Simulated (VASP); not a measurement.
# PbS (Fm-3m) in VASP: notebook

The runs below take PbS through single point, with r2SCAN-based global hybrid, PBE-based screened hybrid.

Everything below comes from runs of VASP 6.6.1. Logs are shortened: lines on timing, memory, paths and dates and some standing lists are left out, and cuts for length are marked.

## 1. The cell of the first run

Symmetry: Fm-3m, No. 225, cubic system. Conventional cell: a = 5.930 Å, b = 5.930 Å, c = 5.930 Å, α = 90.00°, β = 90.00°, γ = 90.00°. Pb (site symmetry m-3m) has 6 S at 2.97 Å within 3.9 Å. Within 3.9 Å of S (site symmetry m-3m) lie 6 Pb at 2.97 Å.

## 2. Single point, r2SCAN-based global hybrid

POSCAR

```
PbS
1.0
    0.0000000000      2.9650006778      2.9650006778
    2.9650006778      0.0000000000      2.9650006778
    2.9650006778      2.9650006778      0.0000000000
Pb S
1 1
Direct
    0.5000000000      0.5000000000      0.5000000000
    0.0000000000      0.0000000000      0.0000000000
```

INCAR.step1

```
SYSTEM = PbS
PREC = Accurate
ENCUT = 520
EDIFF = 1E-5
ISMEAR = 0
SIGMA = 0.05
LREAL = .False.
LASPH = .True.
NELM = 100
ALGO = Normal
ISIF = 2
LWAVE = .True.
LCHARG = .False.
NBANDS = 17
GGA = PE
```

INCAR.step2

```
SYSTEM = PbS
PREC = Accurate
ENCUT = 520
EDIFF = 1E-6
ISMEAR = 0
SIGMA = 0.05
LREAL = .False.
LASPH = .True.
NELM = 100
ALGO = Normal
ISIF = 2
LWAVE = .False.
LCHARG = .False.
METAGGA = R2SCAN
LHFCALC = .True.
AEXX = 0.15
LMIXTAU = .True.
PRECFOCK = Normal
NBANDS = 17
ISTART = 1
```

KPOINTS

```
regular mesh
0
Gamma
  4 4 4
  0 0 0
```

Potentials or basis: VASP PAW PBE potentials, release 64 (Pb_d, S).

Run with:

```sh
cat potpaw_PBE.64/Pb_d/POTCAR potpaw_PBE.64/S/POTCAR > POTCAR
cp INCAR.step1 INCAR
mpirun -np 1 vasp_std > vasp.out
cp INCAR.step2 INCAR
mpirun -np 1 vasp_std > vasp.out
```

OUTCAR:

```text
SYSTEM = PbS
   PREC = Accurate
   ENCUT = 520
   EDIFF = 1E-6
   ISMEAR = 0
   LREAL = .False.
   LASPH = .True.
   NELM = 100
   ISIF = 2
   METAGGA = R2SCAN
   LHFCALC = .True.
   AEXX = 0.15
   PRECFOCK = Normal
   ISTART = 1

 ion  position               nearest neighbor table
   1  0.500  0.500  0.500-   2 2.97   2 2.97   2 2.97   2 2.97   2 2.97   2 2.97
   2  0.000  0.000  0.000-   1 2.97   1 2.97   1 2.97   1 2.97   1 2.97   1 2.97

  LATTYP: Found a face centered cubic cell.
 ALAT       =     5.9300013556

  Lattice vectors:

 A1 = (   0.0000000000,   2.9650006778,   2.9650006778)
 A2 = (   2.9650006778,   0.0000000000,   2.9650006778)
 A3 = (   2.9650006778,   2.9650006778,   0.0000000000)

Analysis of symmetry for initial positions (statically):
=====================================================================
 Subroutine PRICEL returns:
 Original cell was already a primitive cell.

 Routine SETGRP: Setting up the symmetry group for a
 face centered cubic supercell.

 Subroutine GETGRP returns: Found 48 space group operations
 (whereof 48 operations were pure point group operations)
 out of a pool of 48 trial point group operations.

The static configuration has the point symmetry O_h .

Analysis of symmetry for dynamics (positions and initial velocities):
=====================================================================
 Subroutine PRICEL returns:
 Original cell was already a primitive cell.

 Routine SETGRP: Setting up the symmetry group for a
 face centered cubic supercell.

 Subroutine GETGRP returns: Found 48 space group operations
 (whereof 48 operations were pure point group operations)
 out of a pool of 48 trial point group operations.

The dynamic configuration has the point symmetry O_h .

 Subroutine INISYM returns: Found 48 space group operations
 (whereof 48 operations are pure point group operations),
 and found     1 'primitive' translations

----------------------------------------------------------------------------------------

                                     Primitive cell

  volume of cell :      52.1320

  direct lattice vectors                    reciprocal lattice vectors
     0.000000000  2.965000678  2.965000678    -0.168634026  0.168634026  0.168634026
     2.965000678  0.000000000  2.965000678     0.168634026 -0.168634026  0.168634026
     2.965000678  2.965000678  0.000000000     0.168634026  0.168634026 -0.168634026

  length of vectors
     4.193144171  4.193144171  4.193144171     0.292082700  0.292082700  0.292082700

  position of ions in fractional coordinates (direct lattice)
     0.500000000  0.500000000  0.500000000
     0.000000000  0.000000000  0.000000000

  ion indices of the primitive-cell ions
   primitive index   ion index
                 1           1
                 2           2

----------------------------------------------------------------------------------------

 KPOINTS: regular mesh

Automatic generation of k-mesh.
 Grid dimensions read from file:
 generate k-points for:    4    4    4

 Generating k-lattice:

  Cartesian coordinates                     Fractional coordinates (reciprocal lattice)
    -0.042158506  0.042158506  0.042158506     0.250000000  0.000000000  0.000000000
     0.042158506 -0.042158506  0.042158506     0.000000000  0.250000000  0.000000000
     0.042158506  0.042158506 -0.042158506     0.000000000  0.000000000  0.250000000

  Length of vectors
     0.073020675  0.073020675  0.073020675

  Shift w.r.t. Gamma in fractional coordinates (k-lattice)
     0.000000000  0.000000000  0.000000000

 Subroutine IBZKPT returns following result:
 ===========================================

 Found      8 irreducible k-points:

 Following reciprocal coordinates:
            Coordinates               Weight
  0.000000  0.000000  0.000000      1.000000
  0.250000  0.000000  0.000000      8.000000
  0.500000  0.000000  0.000000      4.000000
  0.250000  0.250000  0.000000      6.000000
  0.500000  0.250000  0.000000     24.000000
 -0.250000  0.250000  0.000000     12.000000
  0.500000  0.500000  0.000000      3.000000
 -0.250000  0.500000  0.250000      6.000000
   k-points           NKPTS =      8   k-points in BZ     NKDIM =     64   number of bands    NBANDS=     17
   number of dos      NEDOS =    301   number of ions     NIONS =      2
   total plane-waves  NPLWV =  32768
   dimension x,y,z NGX =    32 NGY =   32 NGZ =   32
   dimension x,y,z NGXF=    64 NGYF=   64 NGZF=   64
   ions per type =               1   1
   NGX,Y,Z   is equivalent  to a cutoff of  12.69, 12.69, 12.69 a.u.
   NGXF,Y,Z  is equivalent  to a cutoff of  25.37, 25.37, 25.37 a.u.
 SYSTEM =  PbS
   PREC   = accura    normal or accurate (medium, high low for compatibility)
   ISTART =      1    job   : 0-new  1-cont  2-samecut
   ICHARG =      0    charge: 1-file 2-atom 10-const
   ISPIN  =      1    spin polarized calculation?
   LNONCOLLINEAR =      F non collinear calculations
   LSORBIT =      F    spin-orbit coupling
   LASPH  =      T    aspherical Exc in radial PAW
   ENCUT  =  520.0 eV  38.22 Ry    6.18 a.u.   7.80  7.80  7.80*2*pi/ulx,y,z
   NELM   =    100;   NELMIN=  2; NELMDL=  0     # of ELM steps
   EDIFF  = 0.1E-05   stopping-criterion for ELM
   LREAL  =      F    real-space projection
   EDIFFG = 0.1E-04   stopping-criterion for IOM
   NSW    =      0    number of steps for IOM
   IBRION =     -1    ionic relax: 0-MD 1-quasi-New 2-CG
   NFREE  =      0    steps in history (QN), initial steepest desc. (CG)
   ISIF   =      2    stress and relaxation
   ISYM   =      3    0-nonsym 1-usesym 2-fastsym
   POTIM  = 0.5000    time-step for ionic-motion
   TEBEG  =    0.0;   TEEND  =   0.0 temperature during run
   PSTRESS=    0.0 pullay stress
   NELECT =      20.0000    total number of electrons
   NUPDOWN=      -1.0000    fix difference up-down
   EMIN   =  10.00;   EMAX   =-10.00  energy-range for DOS
   EFERMI =   0.00;   METHOD = LEGACY
   ISMEAR =     0;   SIGMA  =   0.05  broadening in eV -4-tet -1-fermi 0-gaus
   EFERMI_NEDOS =   21; number of points for ismear=-14 and -15
   IALGO  =     38    algorithm
   IMIX   =      1    mixing-type and parameters
     AMIX     =   0.40;   BMIX     =  1.00
     AMIX_MAG =   1.60;   BMIX_MAG =  1.00
  volume/ion in A,a.u.               =      26.07       175.90
  Fermi-wavevector in a.u.,A,eV,Ry     =   1.189552  2.247927 19.252700  1.415034
  Thomas-Fermi vector in A             =   2.325657
   LORBIT       =      0    0 simple, 1 ext, 2 COOP (PROOUT), +10 PAW based schemes
   METAGGA = R2SCAN    functional components
   LHFCALC =     T    Hartree Fock is set to
   PRECFOCK=normal    Normal, Fast or Accurate (Low or Medium for compatibility)
   ENCUT4O =  -1.0   cutoff for four orbital integrals eV
   NKREDX  =     1    reduce k-point grid by
   NKREDY  =     1    reduce k-point grid by
   NKREDZ  =     1    reduce k-point grid by
   AEXX    =    0.1500 exact exchange contribution
   HFSCREEN=    0.0000 screening length (either q_TF or 0.3 A-1)
   HFSCREENC=   0.0000 screening length for correlation (either q_TF or 0.3 A-1)
   ENCUTFOCK=  -1.0 apply spherical cutoff to Coloumb kernel
   IVDW    =     0    specifies the selected vdW correction
   LEPSILON=     F    determine dielectric tensor
   LRPA    =     F    only Hartree local field effects (RPA)
 non-spin polarized calculation
 Gauss-broadening in eV      SIGMA  =   0.05
  energy-cutoff  :      520.00
  volume of cell :       52.13
 maximum number of plane-waves:      1424
  NGX = 24; NGY = 24; NGZ = 24

 number of electron      19.9999998 magnetization

 Free energy of the ion-electron system (eV)
  ---------------------------------------------------
  ext. energy  EPLUGINS =         0.00000000
  ---------------------------------------------------
  free energy    TOTEN  =       -58.89153604 eV

  energy without entropy =      -58.89153604  energy(sigma->0) =      -58.89153604

 E-fermi :   5.5816     XC(G=0):  -8.9115

 val. band max:        5.3662835945   @ k =   0.5000   0.0000   0.0000
 cond. band min:       6.6018630568   @ k =   0.5000   0.0000   0.0000
 fundamental gap:      1.2355794623
 Fermi energy:         5.5815818430

 k-point     1 :       0.0000    0.0000    0.0000
  band No.  band energies     occupation
      1     -13.0683      2.00000
      2     -13.0683      2.00000
      3     -13.0683      2.00000
      4     -13.0612      2.00000
      5     -13.0612      2.00000
      6      -9.6985      2.00000
[... 9 lines left out ...]
     16      13.2680      0.00000
     17      15.1623      0.00000

 k-point     2 :       0.2500    0.0000    0.0000
  band No.  band energies     occupation
      1     -13.0806      2.00000
      2     -13.0806      2.00000
      3     -13.0666      2.00000
      4     -13.0442      2.00000
      5     -13.0442      2.00000
      6      -9.1631      2.00000
[... 9 lines left out ...]
     16      14.5810      0.00000
     17      18.6590      0.00000

 k-point     3 :       0.5000    0.0000    0.0000
  band No.  band energies     occupation
      1     -13.0984      2.00000
      2     -13.0984      2.00000
      3     -13.0661      2.00000
      4     -13.0215      2.00000
      5     -13.0215      2.00000
      6      -8.3912      2.00000
[... 9 lines left out ...]
     16      16.9051      0.00000
     17      17.3080      0.00000

 k-point     4 :       0.2500    0.2500    0.0000
  band No.  band energies     occupation
      1     -13.1305      2.00000
      2     -13.0810      2.00000
      3     -13.0483      2.00000
      4     -13.0387      2.00000
      5     -13.0387      2.00000
      6      -8.9546      2.00000
[... 9 lines left out ...]
     16      16.7738      0.00000
     17      16.7748      0.00000

 k-point     5 :       0.5000    0.2500    0.0000
  band No.  band energies     occupation
      1     -13.1667      2.00000
      2     -13.0702      2.00000
      3     -13.0651      2.00000
      4     -13.0300      2.00000
      5     -13.0166      2.00000
      6      -8.1627      2.00000
[... 9 lines left out ...]
     16      17.5684      0.00000
     17      18.2940      0.00000

 k-point     6 :      -0.2500    0.2500    0.0000
  band No.  band energies     occupation
      1     -13.1175      2.00000
      2     -13.0833      2.00000
      3     -13.0544      2.00000
      4     -13.0387      2.00000
      5     -13.0362      2.00000
      6      -8.4474      2.00000
[... 9 lines left out ...]
     16      16.5719      0.00000
     17      17.5645      0.00000

 k-point     7 :       0.5000    0.5000    0.0000
  band No.  band energies     occupation
      1     -13.2420      2.00000
      2     -13.0937      2.00000
      3     -13.0355      2.00000
      4     -13.0074      2.00000
      5     -13.0074      2.00000
      6      -7.8966      2.00000
[... 9 lines left out ...]
     16      19.1426      0.00000
     17      19.1496      0.00000

 k-point     8 :      -0.2500    0.5000    0.2500
  band No.  band energies     occupation
      1     -13.1915      2.00000
      2     -13.0636      2.00000
      3     -13.0520      2.00000
      4     -13.0520      2.00000
      5     -13.0074      2.00000
      6      -7.8670      2.00000
[... 9 lines left out ...]
     16      18.9527      0.00000
     17      19.1335      0.00000

------------------------ aborting loop because EDIFF is reached ----------------------------------------

  FORCE on cell =-STRESS in cart. coord.  units (eV):
  Direction    XX          YY          ZZ          XY          YZ          ZX
  --------------------------------------------------------------------------------------
  -------------------------------------------------------------------------------------
  Total        0.3369366      0.3369366      0.3369366     -0.0000000      0.0000000     -0.0000000
  in kB       10.3551023     10.3551023     10.3551023     -0.0000000      0.0000000     -0.0000000
  external PRESSURE =      10.3551023 kB  Pullay stress =       0.0000000 kB

 VOLUME and BASIS-vectors are now :
 -----------------------------------------------------------------------------
  energy-cutoff  :      520.00
  volume of cell :       52.13
      direct lattice vectors                 reciprocal lattice vectors
     0.000000000  2.965000678  2.965000678    -0.168634026  0.168634026  0.168634026
     2.965000678  0.000000000  2.965000678     0.168634026 -0.168634026  0.168634026
     2.965000678  2.965000678  0.000000000     0.168634026  0.168634026 -0.168634026

 POSITION                                       TOTAL-FORCE (eV/Angst)
 -----------------------------------------------------------------------------------
      2.96500      2.96500      2.96500         0.000000      0.000000      0.000000
      0.00000      0.00000      0.00000         0.000000      0.000000      0.000000
 -----------------------------------------------------------------------------------
    total drift:                                0.000000     -0.000000      0.000001

  FREE ENERGIE OF THE ION-ELECTRON SYSTEM (eV)
  ---------------------------------------------------
  free  energy   TOTEN  =       -58.8915360432 eV

  energy  without entropy=      -58.8915360432  energy(sigma->0) =      -58.89153604
```

Wall time 4.1 min (1 thread of Intel Xeon Platinum 8488C (Sapphire Rapids), shared host); peak memory 0.2 GiB.

What came out:

* Free energy: -58.8915 eV
* Pressure: 1.0 GPa
* Band gap on the k mesh: 1.24 eV, direct

Caveat: the k points lie up to 0.46 Å⁻¹ apart; the PAW data sets were made with another functional, which shifts forces and pressure a little; spin-orbit coupling is left out, which moves the levels of the heavy elements.

## 3. Single point, PBE-based screened hybrid

POSCAR is that of step 2.

INCAR.step1

```
SYSTEM = PbS
PREC = Accurate ; ENCUT = 520
EDIFF = 1E-5 ; ISMEAR = 0
SIGMA = 0.05 ; LREAL = .FALSE.
LASPH = .TRUE. ; NELM = 80
ALGO = Normal ; ISIF = 2
LWAVE = .TRUE. ; LCHARG = .FALSE.
GGA = PE ; NBANDS = 17
```

INCAR.step2

```
SYSTEM = PbS
PREC = Accurate ; ENCUT = 520
EDIFF = 1E-6 ; ISMEAR = 0
SIGMA = 0.05 ; LREAL = .FALSE.
LASPH = .TRUE. ; NELM = 80
ALGO = Normal ; ISIF = 2
LWAVE = .FALSE. ; LCHARG = .FALSE.
GGA = PE ; LHFCALC = .TRUE.
AEXX = 0.4 ; HFSCREEN = 0.20787
PRECFOCK = Normal ; ISTART = 1
NBANDS = 17
```

KPOINTS

```
regular mesh
0
G
  4 4 4
  0 0 0
```

Potentials or basis: VASP PAW PBE potentials, release 64 (Pb_d, S).

Run with:

```sh
cat potpaw_PBE.64/Pb_d/POTCAR potpaw_PBE.64/S/POTCAR > POTCAR
cp INCAR.step1 INCAR
mpirun -np 1 vasp_std > vasp.out
cp INCAR.step2 INCAR
mpirun -np 1 vasp_std > vasp.out
```

OUTCAR:

```text
SYSTEM = PbS
   PREC = Accurate
   ENCUT = 520
   EDIFF = 1E-6
   ISMEAR = 0
   LREAL = .FALSE.
   LASPH = .TRUE.
   NELM = 80
   ISIF = 2
   GGA = PE
   LHFCALC = .TRUE.
   AEXX = 0.4
   HFSCREEN = 0.20787
   PRECFOCK = Normal
   ISTART = 1

 ion  position               nearest neighbor table
   1  0.500  0.500  0.500-   2 2.97   2 2.97   2 2.97   2 2.97   2 2.97   2 2.97
   2  0.000  0.000  0.000-   1 2.97   1 2.97   1 2.97   1 2.97   1 2.97   1 2.97

[... 340 lines left out ...]

------------------------ aborting loop because EDIFF is reached ----------------------------------------

  FORCE on cell =-STRESS in cart. coord.  units (eV):
  Direction    XX          YY          ZZ          XY          YZ          ZX
  --------------------------------------------------------------------------------------
  -------------------------------------------------------------------------------------
  Total        0.1890335      0.1890335      0.1890335      0.0000000      0.0000000     -0.0000000
  in kB        5.8095826      5.8095826      5.8095826      0.0000000      0.0000000     -0.0000000
  external PRESSURE =       5.8095826 kB  Pullay stress =       0.0000000 kB

 VOLUME and BASIS-vectors are now :
 -----------------------------------------------------------------------------
  energy-cutoff  :      520.00
  volume of cell :       52.13
      direct lattice vectors                 reciprocal lattice vectors
     0.000000000  2.965000678  2.965000678    -0.168634026  0.168634026  0.168634026
     2.965000678  0.000000000  2.965000678     0.168634026 -0.168634026  0.168634026
     2.965000678  2.965000678  0.000000000     0.168634026  0.168634026 -0.168634026

 POSITION                                       TOTAL-FORCE (eV/Angst)
 -----------------------------------------------------------------------------------
      2.96500      2.96500      2.96500         0.000000      0.000000      0.000000
      0.00000      0.00000      0.00000        -0.000000     -0.000000     -0.000000
 -----------------------------------------------------------------------------------
    total drift:                               -0.000001      0.000001      0.000000

  FREE ENERGIE OF THE ION-ELECTRON SYSTEM (eV)
  ---------------------------------------------------
  free  energy   TOTEN  =       -11.4268932517 eV

  energy  without entropy=      -11.4268932517  energy(sigma->0) =      -11.42689325
```

OSZICAR.step1:

```text
N       E                     dE             d eps       ncg     rms          rms(c)
DAV:   1     0.151014680061E+03    0.15101E+03   -0.95681E+03   272   0.126E+03
DAV:   2     0.252387393677E+01   -0.14849E+03   -0.14285E+03   280   0.297E+02
DAV:   3    -0.893798255088E+01   -0.11462E+02   -0.11391E+02   354   0.880E+01
DAV:   4    -0.921606673870E+01   -0.27808E+00   -0.27777E+00   318   0.148E+01
DAV:   5    -0.922467092440E+01   -0.86042E-02   -0.86037E-02   405   0.272E+00    0.457E+00
DAV:   6    -0.873823886892E+01    0.48643E+00   -0.14364E+00   429   0.796E+00    0.330E+00
DAV:   7    -0.873827721820E+01   -0.38349E-04   -0.13329E-01   324   0.183E+00    0.187E+00
DAV:   8    -0.874151919962E+01   -0.32420E-02   -0.14420E-02   324   0.131E+00    0.209E-01
DAV:   9    -0.874124645447E+01    0.27275E-03   -0.26435E-03   422   0.440E-01    0.879E-02
DAV:  10    -0.874141722833E+01   -0.17077E-03   -0.31868E-04   315   0.107E-01    0.453E-02
DAV:  11    -0.874142633750E+01   -0.91092E-05   -0.51510E-05   332   0.774E-02
   1 F= -.87414263E+01 E0= -.87414263E+01  d E =-.782392E-08
```

Run time: 5 min. Hardware: 1 thread of Intel Xeon Platinum 8488C (Sapphire Rapids), shared host; peak memory 0.28 GiB.

Results:

| Quantity | Value |
| --- | --- |
| Free energy | -11.4269 eV |
| Pressure | 0.6 GPa |
| Band gap on the k mesh | 1.09 eV, direct |

Levels at points of the mesh, in eV from the valence-band top:
```
           k point  band 7  band 8  band 9  band 10  band 11  band 12  band 13  band 14
(0.00, 0.00, 0.00)   -6.61   -2.79   -2.79    -2.79     6.56     6.56     6.56     7.84
(0.50, 0.00, 0.00)  -10.16   -2.38   -2.38     0.00     1.09     2.81     2.81     9.95
(0.50, 0.50, 0.00)   -7.99   -6.26   -4.24    -4.24     4.67     7.02     7.13     7.13
```

Caveat: the k points lie up to 0.46 Å⁻¹ apart; the PAW data sets were made with another functional, which shifts forces and pressure a little; spin-orbit coupling is left out, which moves the levels of the heavy elements. A k mesh can miss the band edges.

[end of part 1 of 2]
